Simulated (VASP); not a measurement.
# CaS (Oldhamite) in VASP: notebook, part 2 of 2

VASP 6.6.1. Earlier steps stand in the parts before.

## Step 5: Relaxation of the atoms, LDA (equal xy, yz and zx engineering shears of +0.5 %)

File INCAR:

```
SYSTEM = CaS
PREC     = Accurate       ! precision mode
ENCUT    = 450            ! plane-wave cutoff, eV
EDIFF    = 1E-7           ! SCF threshold, eV
ISMEAR   = 0              ! smearing method
SIGMA    = 0.01           ! smearing width, eV
LREAL    = .FALSE.        ! projectors in reciprocal space
LASPH    = .TRUE.         ! aspherical terms in the spheres
NELM     = 120            ! most SCF steps
ALGO     = Normal         ! electronic algorithm
ISIF     = 2              ! what is computed and relaxed
LWAVE    = .FALSE.        ! write WAVECAR
LCHARG   = .FALSE.        ! write CHGCAR
GGA      = CA             ! functional
IBRION   = 2              ! ionic algorithm
NSW      = 50             ! ionic steps
EDIFFG   = -0.002         ! ionic threshold
GGA_COMPAT= .FALSE.      
NELMIN   = 4
```

File KPOINTS:

```
regular mesh
0
G
  6 6 6
  0 0 0
```

File POSCAR:

```
CaS
1.0
    0.0139110815      2.7891718482      2.7891718482
    2.7891718482      0.0139110815      2.7891718482
    2.7891718482      2.7891718482      0.0139110815
Ca S
1 1
Direct
    0.0000000000      0.0000000000      0.0000000000
    0.5000000000      0.5000000000      0.5000000000
```

Potentials or basis: VASP PAW LDA potentials, release 64 (Ca_sv, S).

Run with:

```
> cat potpaw_LDA.64/Ca_sv/POTCAR potpaw_LDA.64/S/POTCAR > POTCAR
> mpirun -np 1 vasp_std > vasp.out
```

OUTCAR:

```text
SYSTEM = CaS
   PREC = Accurate
   ENCUT = 450
   EDIFF = 1E-7
   ISMEAR = 0
   LREAL = .FALSE.
   LASPH = .TRUE.
   NELM = 120
   ISIF = 2
   GGA = CA
   IBRION = 2
   NSW = 50
   EDIFFG = -0.002
   NELMIN = 4

 ion  position               nearest neighbor table
   1  0.000  0.000  0.000-   2 2.78   2 2.78   2 2.78   2 2.78   2 2.78   2 2.78
   2  0.500  0.500  0.500-   1 2.78   1 2.78   1 2.78   1 2.78   1 2.78   1 2.78

  LATTYP: Found a trigonal (rhomboedric) cell.
 ALAT       =     3.9445091857
 COS(alpha) =     0.5049812503

  Lattice vectors:

 A1 = (   0.0139110815,   2.7891718482,   2.7891718482)
 A2 = (   2.7891718482,   0.0139110815,   2.7891718482)
 A3 = (   2.7891718482,   2.7891718482,   0.0139110815)

Analysis of symmetry for initial positions (statically):
=====================================================================
 Subroutine PRICEL returns:
 Original cell was already a primitive cell.

 Routine SETGRP: Setting up the symmetry group for a
 trigonal (rhombohedral) supercell.

 Subroutine GETGRP returns: Found 12 space group operations
[... 171 lines left out ...]
 Fermi energy:         3.1715603612

 k-point     1 :       0.0000    0.0000    0.0000
  band No.  band energies     occupation
      1     -35.4342      2.00000
      2     -16.7207      2.00000
      3     -16.7207      2.00000
      4     -16.7204      2.00000
      5      -8.4511      2.00000
      6       3.0560      2.00000
      7       3.0962      2.00000
      8       3.0962      2.00000
      9       6.9681      0.00000
     10       7.0357      0.00000
     11       7.0357      0.00000
     12       7.4188      0.00000
[... 331 lines left out ...]
 k-point    24 :      -0.3333    0.5000    0.1667
  band No.  band energies     occupation
      1     -35.4105      2.00000
      2     -16.8698      2.00000
      3     -16.8163      2.00000
      4     -16.8019      2.00000
      5      -7.6156      2.00000
      6       0.8410      2.00000
      7       1.5190      2.00000
      8       1.5424      2.00000
      9       6.5224      0.00000
     10       8.9832      0.00000
     11       9.0174      0.00000
     12       9.7587      0.00000

 [... further k-points ...]
[... 5 lines left out ...]
  --------------------------------------------------------------------------------------
  -------------------------------------------------------------------------------------
  Total        0.0679924      0.0679924      0.0679924     -0.0476516     -0.0476516     -0.0476516
  in kB        2.5291600      2.5291600      2.5291600     -1.7725303     -1.7725303     -1.7725303
  external PRESSURE =       2.5291600 kB  Pullay stress =       0.0000000 kB

 VOLUME and BASIS-vectors are now :
 -----------------------------------------------------------------------------
  energy-cutoff  :      450.00
  volume of cell :       43.07
      direct lattice vectors                 reciprocal lattice vectors
     0.013911082  2.789171848  2.789171848    -0.180611418  0.179715083  0.179715083
     2.789171848  0.013911082  2.789171848     0.179715083 -0.180611418  0.179715083
     2.789171848  2.789171848  0.013911082     0.179715083  0.179715083 -0.180611418

 POSITION                                       TOTAL-FORCE (eV/Angst)
 -----------------------------------------------------------------------------------
      0.00000      0.00000      0.00000         0.000000      0.000000      0.000000
      2.79613      2.79613      2.79613        -0.000000     -0.000000     -0.000000
 -----------------------------------------------------------------------------------
    total drift:                                0.000000      0.000000      0.000000

  FREE ENERGIE OF THE ION-ELECTRON SYSTEM (eV)
  ---------------------------------------------------
  free  energy   TOTEN  =       -11.4316243962 eV

  energy  without entropy=      -11.4316243962  energy(sigma->0) =      -11.43162440

 reached required accuracy - stopping structural energy minimisation
```

OSZICAR:

```text
N       E                     dE             d eps       ncg     rms          rms(c)
DAV:   1     0.104570622762E+03    0.10457E+03   -0.72845E+03   768   0.114E+03
DAV:   2    -0.655369874627E+01   -0.11112E+03   -0.10571E+03   864   0.280E+02
DAV:   3    -0.114498769311E+02   -0.48962E+01   -0.48569E+01   976   0.567E+01
DAV:   4    -0.117236655941E+02   -0.27379E+00   -0.27354E+00  1284   0.121E+01
DAV:   5    -0.117259243634E+02   -0.22588E-02   -0.22586E-02   964   0.127E+00    0.526E+00
DAV:   6    -0.114664185673E+02    0.25951E+00   -0.57191E-01   940   0.393E+00    0.358E+00
DAV:   7    -0.114351345567E+02    0.31284E-01   -0.12327E-01  1216   0.232E+00    0.164E+00
DAV:   8    -0.114318558657E+02    0.32787E-02   -0.15463E-02   956   0.123E+00    0.174E-01
DAV:   9    -0.114315888856E+02    0.26698E-03   -0.12247E-03   972   0.319E-01    0.104E-01
DAV:  10    -0.114316225592E+02   -0.33674E-04   -0.28568E-04  1324   0.157E-01    0.188E-02
DAV:  11    -0.114316247039E+02   -0.21447E-05   -0.28930E-05   980   0.671E-02    0.363E-03
DAV:  12    -0.114316243972E+02    0.30667E-06   -0.17623E-06  1124   0.142E-02    0.117E-03
DAV:  13    -0.114316243962E+02    0.95724E-09   -0.56234E-08   704   0.277E-03
   1 F= -.11431624E+02 E0= -.11431624E+02  d E =-.114316E+02
```

CONTCAR:

```text
CaS
   1.00000000000000
     0.0139110815000000    2.7891718482000001    2.7891718482000001
     2.7891718482000001    0.0139110815000000    2.7891718482000001
     2.7891718482000001    2.7891718482000001    0.0139110815000000
  Ca              S
     1     1
Direct
     0.0000000000000000    0.0000000000000000    0.0000000000000000
     0.5000000000000000    0.5000000000000000    0.5000000000000000

  0.00000000E+00  0.00000000E+00  0.00000000E+00
  0.00000000E+00  0.00000000E+00  0.00000000E+00
```

Wall time 6 s (1 thread of Intel Xeon 6975P-C (Granite Rapids), shared host); peak memory 0.14 GiB.

Results:

```yaml
Free_energy: -11.4316 eV
Pressure_after_relaxing: 0.3 GPa
Band_gap_on_the_k_mesh: 1.95 eV, indirect (least direct gap 2.81 eV)
```

Final structure:
```xyz
2
Lattice="0.0139 2.7892 2.7892 2.7892 0.0139 2.7892 2.7892 2.7892 0.0139" Properties=species:S:1:pos:R:3 pbc="T T T"
Ca    0.0000    0.0000    0.0000
S     2.7961    2.7961    2.7961
```

Caveat: the cell differs from its parent crystal (equal xy, yz and zx engineering shears of +0.5 %); the relaxation stopped at its first step, so nothing moved.

## Step 6: Single point, LDA

File INCAR:

```
ALGO = Normal
EDIFF = 1E-6
ENCUT = 500
GGA = CA
GGA_COMPAT = False
ISIF = 2
ISMEAR = 0
LASPH = True
LCHARG = False
LREAL = False
LWAVE = False
NBANDS = 15
NELM = 120
PREC = Accurate
SIGMA = 0.01
```

File KPOINTS:

```
k-points
0
Gamma
  6 6 6
```

File POSCAR:

```
CaS
1.0
    0.0000000000      2.7822163075      2.7822163075
    2.7822163075      0.0000000000      2.7822163075
    2.7822163075      2.7822163075      0.0000000000
Ca S
1 1
Direct
    0.0000000000      0.0000000000      0.0000000000
    0.5000000000      0.5000000000      0.5000000000
```

Potentials or basis: VASP PAW LDA potentials, release 64 (Ca_sv, S).

Run with:

```
> cat potpaw_LDA.64/Ca_sv/POTCAR potpaw_LDA.64/S/POTCAR > POTCAR
> mpirun -np 1 vasp_std > vasp.out
```

OUTCAR:

```text
EDIFF = 1E-6
   ENCUT = 500
   GGA = CA
   ISIF = 2
   ISMEAR = 0
   LASPH = True
   LREAL = False
   NELM = 120
   PREC = Accurate

 ion  position               nearest neighbor table
   1  0.000  0.000  0.000-   2 2.78   2 2.78   2 2.78   2 2.78   2 2.78   2 2.78
   2  0.500  0.500  0.500-   1 2.78   1 2.78   1 2.78   1 2.78   1 2.78   1 2.78

  LATTYP: Found a face centered cubic cell.
 ALAT       =     5.5644326150

  Lattice vectors:

 A1 = (   0.0000000000,   2.7822163075,   2.7822163075)
 A2 = (   2.7822163075,   0.0000000000,   2.7822163075)
 A3 = (   2.7822163075,   2.7822163075,   0.0000000000)

Analysis of symmetry for initial positions (statically):
=====================================================================
 Subroutine PRICEL returns:
 Original cell was already a primitive cell.

 Routine SETGRP: Setting up the symmetry group for a
 face centered cubic supercell.

 Subroutine GETGRP returns: Found 48 space group operations
 (whereof 48 operations were pure point group operations)
 out of a pool of 48 trial point group operations.

The static configuration has the point symmetry O_h .

Analysis of symmetry for dynamics (positions and initial velocities):
=====================================================================
 Subroutine PRICEL returns:
 Original cell was already a primitive cell.

 Routine SETGRP: Setting up the symmetry group for a
 face centered cubic supercell.

 Subroutine GETGRP returns: Found 48 space group operations
 (whereof 48 operations were pure point group operations)
 out of a pool of 48 trial point group operations.

The dynamic configuration has the point symmetry O_h .

 Subroutine INISYM returns: Found 48 space group operations
 (whereof 48 operations are pure point group operations),
 and found     1 'primitive' translations

----------------------------------------------------------------------------------------

                                     Primitive cell

  volume of cell :      43.0728

  direct lattice vectors                    reciprocal lattice vectors
     0.000000000  2.782216308  2.782216308    -0.179712842  0.179712842  0.179712842
     2.782216308  0.000000000  2.782216308     0.179712842 -0.179712842  0.179712842
     2.782216308  2.782216308  0.000000000     0.179712842  0.179712842 -0.179712842

  length of vectors
     3.934648036  3.934648036  3.934648036     0.311271773  0.311271773  0.311271773

  position of ions in fractional coordinates (direct lattice)
     0.000000000  0.000000000  0.000000000
     0.500000000  0.500000000  0.500000000

  ion indices of the primitive-cell ions
   primitive index   ion index
                 1           1
                 2           2

----------------------------------------------------------------------------------------

 KPOINTS: k-points

Automatic generation of k-mesh.
 Grid dimensions read from file:
 generate k-points for:    6    6    6

 Generating k-lattice:

  Cartesian coordinates                     Fractional coordinates (reciprocal lattice)
    -0.029952140  0.029952140  0.029952140     0.166666667  0.000000000  0.000000000
[... 32 lines left out ...]
   k-points           NKPTS =     16   k-points in BZ     NKDIM =     16   number of bands    NBANDS=     15
   number of dos      NEDOS =    301   number of ions     NIONS =      2
   total plane-waves  NPLWV =  27000
   dimension x,y,z NGX =    30 NGY =   30 NGZ =   30
   dimension x,y,z NGXF=    60 NGYF=   60 NGZF=   60
   ions per type =               1   1
   NGX,Y,Z   is equivalent  to a cutoff of  12.68, 12.68, 12.68 a.u.
   NGXF,Y,Z  is equivalent  to a cutoff of  25.35, 25.35, 25.35 a.u.
 SYSTEM =  unknown system
   PREC   = accura    normal or accurate (medium, high low for compatibility)
   ISTART =      0    job   : 0-new  1-cont  2-samecut
   ICHARG =      2    charge: 1-file 2-atom 10-const
   ISPIN  =      1    spin polarized calculation?
   LNONCOLLINEAR =      F non collinear calculations
   LSORBIT =      F    spin-orbit coupling
   LASPH  =      T    aspherical Exc in radial PAW
   ENCUT  =  500.0 eV  36.75 Ry    6.06 a.u.   7.17  7.17  7.17*2*pi/ulx,y,z
   NELM   =    120;   NELMIN=  2; NELMDL= -5     # of ELM steps
   EDIFF  = 0.1E-05   stopping-criterion for ELM
   LREAL  =      F    real-space projection
   EDIFFG = 0.1E-04   stopping-criterion for IOM
   NSW    =      0    number of steps for IOM
   IBRION =     -1    ionic relax: 0-MD 1-quasi-New 2-CG
   NFREE  =      0    steps in history (QN), initial steepest desc. (CG)
   ISIF   =      2    stress and relaxation
   ISYM   =      2    0-nonsym 1-usesym 2-fastsym
   POTIM  = 0.5000    time-step for ionic-motion
   TEBEG  =    0.0;   TEEND  =   0.0 temperature during run
   PSTRESS=    0.0 pullay stress
   NELECT =      16.0000    total number of electrons
   NUPDOWN=      -1.0000    fix difference up-down
   EMIN   =  10.00;   EMAX   =-10.00  energy-range for DOS
   EFERMI =   0.00;   METHOD = LEGACY
   ISMEAR =     0;   SIGMA  =   0.01  broadening in eV -4-tet -1-fermi 0-gaus
   EFERMI_NEDOS =   21; number of points for ismear=-14 and -15
   IALGO  =     38    algorithm
   IMIX   =      4    mixing-type and parameters
     AMIX     =   0.40;   BMIX     =  1.00
     AMIX_MAG =   1.60;   BMIX_MAG =  1.00
  volume/ion in A,a.u.               =      21.54       145.33
  Fermi-wavevector in a.u.,A,eV,Ry     =   1.176831  2.223887 18.843119  1.384930
  Thomas-Fermi vector in A             =   2.313188
   LORBIT       =      0    0 simple, 1 ext, 2 COOP (PROOUT), +10 PAW based schemes
   GGA     = CA    functional components
   LHFCALC =     F    Hartree Fock is set to
   AEXX    =    0.0000 exact exchange contribution
   IVDW    =     0    specifies the selected vdW correction
   LEPSILON=     F    determine dielectric tensor
   LRPA    =     F    only Hartree local field effects (RPA)
 non-spin polarized calculation
 Gauss-broadening in eV      SIGMA  =   0.01
  energy-cutoff  :      500.00
  volume of cell :       43.07
 maximum number of plane-waves:      1113
 NGX is ok and might be reduce to    30
   NGX = 15   NGY = 15   NGZ = 15

 number of electron      15.9999997 magnetization

 Free energy of the ion-electron system (eV)
  ---------------------------------------------------
  ext. energy  EPLUGINS =         0.00000000
  ---------------------------------------------------
  free energy    TOTEN  =       -11.43250859 eV

  energy without entropy =      -11.43250859  energy(sigma->0) =      -11.43250859

 E-fermi :   3.2202     XC(G=0):  -9.9974

 val. band max:        3.0821314910   @ k =   0.0000   0.0000   0.0000
 cond. band min:       5.0434454448   @ k =   0.5000   0.5000   0.0000
 fundamental gap:      1.9613139538
 Fermi energy:         3.2202449431

 k-point     1 :       0.0000    0.0000    0.0000
  band No.  band energies     occupation
      1     -35.4343      2.00000
      2     -16.7209      2.00000
      3     -16.7209      2.00000
      4     -16.7209      2.00000
      5      -8.4513      2.00000
      6       3.0821      2.00000
      7       3.0821      2.00000
      8       3.0821      2.00000
      9       7.0142      0.00000
     10       7.0142      0.00000
     11       7.0142      0.00000
     12       7.4153      0.00000
     13       7.7198      0.00000
     14       7.7198      0.00000
[... 257 lines left out ...]
      2     -16.8700      2.00000
      3     -16.8166      2.00000
      4     -16.8022      2.00000
      5      -7.6160      2.00000
      6       0.8406      2.00000
      7       1.5273      2.00000
      8       1.5331      2.00000
      9       6.5223      0.00000
     10       8.9832      0.00000
     11       9.0179      0.00000
     12       9.7595      0.00000
     13       9.9807      0.00000
     14      11.1989      0.00000
     15      13.3423      0.00000

------------------------ aborting loop because EDIFF is reached ----------------------------------------

  FORCE on cell =-STRESS in cart. coord.  units (eV):
  Direction    XX          YY          ZZ          XY          YZ          ZX
  --------------------------------------------------------------------------------------
  -------------------------------------------------------------------------------------
  Total        0.0693125      0.0693125      0.0693125      0.0000000      0.0000000     -0.0000000
  in kB        2.5782171      2.5782171      2.5782171      0.0000000      0.0000000     -0.0000000
  external PRESSURE =       2.5782171 kB  Pullay stress =       0.0000000 kB

 VOLUME and BASIS-vectors are now :
 -----------------------------------------------------------------------------
  energy-cutoff  :      500.00
  volume of cell :       43.07
      direct lattice vectors                 reciprocal lattice vectors
     0.000000000  2.782216308  2.782216308    -0.179712842  0.179712842  0.179712842
     2.782216308  0.000000000  2.782216308     0.179712842 -0.179712842  0.179712842
     2.782216308  2.782216308  0.000000000     0.179712842  0.179712842 -0.179712842

 POSITION                                       TOTAL-FORCE (eV/Angst)
 -----------------------------------------------------------------------------------
      0.00000      0.00000      0.00000         0.000000      0.000000     -0.000000
      2.78222      2.78222      2.78222        -0.000000      0.000000      0.000000
 -----------------------------------------------------------------------------------
    total drift:                               -0.000000      0.000000      0.000000

  FREE ENERGIE OF THE ION-ELECTRON SYSTEM (eV)
  ---------------------------------------------------
  free  energy   TOTEN  =       -11.4325085853 eV

  energy  without entropy=      -11.4325085853  energy(sigma->0) =      -11.43250859
```

stdout:

```text
POSCAR found type information on POSCAR CaS
 POSCAR found :  2 types and       2 ions
 scaLAPACK will be used
 LDA part: xc-table for (Slater(with rela. corr.)+CA(PZ))
 , standard interpolation
 POSCAR, INCAR and KPOINTS ok, starting setup
 FFT: planning ... GRIDC
 FFT: planning ... GRID_SOFT
 FFT: planning ... GRID
 WAVECAR not read
 entering main loop
```

Wall time 21 s (1 thread of Intel Xeon 8259CL, shared host); peak memory 0.15 GiB.

What came out:

```
Free energy            : -11.4325 eV
Pressure               : 0.3 GPa
Band gap on the k mesh : 1.96 eV, indirect (least direct gap 2.83 eV)
```

A k mesh can miss the band edges.

## Step 7: Overview

```csv
task,cell,k mesh,cutoff (eV),smearing,gap on the mesh (eV),pressure (GPa)
single point,"a = 3.935 Å, angles 60.0°, 2 atoms",12 × 12 × 12,500,fermi-dirac 0.08 eV,1.96,0.2
relaxation of cell and atoms,"relaxed from a = 4.021 Å, angles 60.0°, 2 atoms",12 × 12 × 12,500,fermi-dirac 0.08 eV,1.97,0.0
relaxation of the atoms,"atoms relaxed from a = 3.925 Å, angles 60.3°, 2 atoms",6 × 6 × 6,450,gaussian 0.01 eV,1.93,0.3
relaxation of the atoms,"atoms relaxed from a = 3.945 Å, angles 59.7°, 2 atoms",6 × 6 × 6,450,gaussian 0.01 eV,1.95,0.3
single point,"a = 3.935 Å, angles 60.0°, 2 atoms",6 × 6 × 6,500,gaussian 0.01 eV,1.96,0.3
```

Alike in all rows: level LDA; potentials or basis VASP PAW LDA potentials, release 64 (Ca_sv, S); no spin polarisation.

Caveats: the relaxation stopped at its first step, so nothing moved (some runs).

Absolute energies hang on the potentials; compare differences alone.
